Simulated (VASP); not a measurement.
A run of VASP 6.6.1 is set up as follows.

Contents of INCAR:

```
PREC = Accurate ; ENCUT = 400
EDIFF = 1E-6 ; ISMEAR = 1
SIGMA = 0.1 ; LREAL = F
LASPH = T ; NELM = 120
ALGO = Normal ; ISIF = 2
LWAVE = F ; LCHARG = F
LDIPOL = T ; IDIPOL = 3
DIPOL = 0.5 0.5 0.670 ; GGA = PE
NBANDS = 24 ; GGA_COMPAT = F
NELMDL = -8
```

File KPOINTS:

```
regular mesh
0
Gamma
  15 15 1
```

POSCAR

```
Ag
1.0
    2.9363250569      0.0000000000      0.0000000000
   -1.4681625284      2.5429320930      0.0000000000
    0.0000000000      0.0000000000     26.7176209642
Ag
3
Direct
    0.6666666667      0.3333333333      0.5804473529
    0.3333333333      0.6666666667      0.6709197190
    0.0000000000      1.0000000000      0.7597621988
```

Potentials or basis: VASP PAW PBE potentials, release 64 (Ag).

Run with:

```console
$ cat potpaw_PBE.64/Ag/POTCAR > POTCAR
$ mpirun -np 1 vasp_std > vasp.out
```

Q: What does it give for the largest force?

A: 0.105 eV/Å.

Q: Estimate the band gap on the k mesh.

A: Zero (an odd number of electrons rules out a gap without spin polarisation).

Forces on the atoms (eV/Å):
```
Ag   0.000  0.000  0.105
Ag   0.000  0.000 -0.102
Ag   0.000  0.000 -0.003
```
